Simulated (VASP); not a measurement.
Input of a VASP 6.6.1 run:

The input INCAR:

```
ALGO = Normal
EDIFF = 1E-6
ENCUT = 520
ISIF = 2
ISMEAR = 0
LASPH = True
LCHARG = True
LELF = True
LREAL = False
LVHAR = True
LWAVE = False
NBANDS = 26
NELM = 60
PREC = Accurate
SIGMA = 0.05
```

The input KPOINTS:

```
k-points
0
Gamma
  10 10 3
```

The input POSCAR:

```
SiC
1.0
   -3.0759982064      0.0000000000      0.0000000000
   -1.5379991032     -2.6638925888      0.0000000000
   -3.4604979822     -1.9979194416     10.0960000000
Si C
4 4
Direct
   -0.1569791667     -0.1569791667      0.6537500000
    0.2180208333      0.2180208333      0.1537500000
   -0.0111458333     -0.0111458333      0.9037500000
    0.3638541667      0.3638541667      0.4037500000
   -0.3013541667     -0.3013541667      0.8462500000
    0.0736458333      0.0736458333      0.3462500000
    0.5944791667      0.5944791667      0.0962500000
    0.2194791667      0.2194791667      0.5962500000
```

Potentials or basis: VASP PAW LDA potentials, release 64 (Si, C).

The run is started by

```sh
$ cat potpaw_LDA.64/Si/POTCAR potpaw_LDA.64/C/POTCAR > POTCAR
$ mpirun -np 1 vasp_std > vasp.out
```

(1) What does it give for the band gap on the k mesh?

(2) What does it give for the pressure?

(3) Estimate the largest force.

Results:

(1) 0.43 eV, indirect (least direct gap 1.10 eV).

(2) -3.5 GPa.

(3) 2.367 eV/Å.

Caveat: forces of over 1 eV/Å act on the atoms, so gaps and moduli don't describe the material at rest.
